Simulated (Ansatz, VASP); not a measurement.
Ag in VASP and in Ansatz

```
Ag
1.0
     0.00000    3.04785    3.04785
     3.04785    0.00000    3.04785
     3.04785    3.04785    0.00000
Ag
2
Direct
  0.00000 0.00000 0.00000
  0.25000 0.25000 0.25000
```

Alike in both runs: functional r2SCAN; k mesh 16 × 16 × 16; occupations gaussian, width 0.1 eV; no spin polarisation.

Ansatz relaxed the structure, and its values are those at the end. VASP's run is a single point on that final structure, the one shown.

|  | VASP | Ansatz |
| --- | --- | --- |
| version | VASP 6.6.1 | Ansatz 0.2.0 |
| potentials or method | VASP PAW PBE potentials, release 64 (Ag), cutoff 520 eV | scalar-relativistic, plane waves, PAW |
| valence electrons in the cell | 22 | 38 |

```csv
,VASP,Ansatz,Ansatz less VASP
gap on the k mesh at the Fermi level (eV),none,none,-
pressure (GPa),0.1,0.0,-0.05
```

VASP's potentials were made for PBE, not for r2SCAN. A gap of «none» marks a metal or a gap that the smearing closes. VASP's potentials hold 22 valence electrons a cell and Ansatz's 38, so a difference there can come from the potentials and not from the codes.
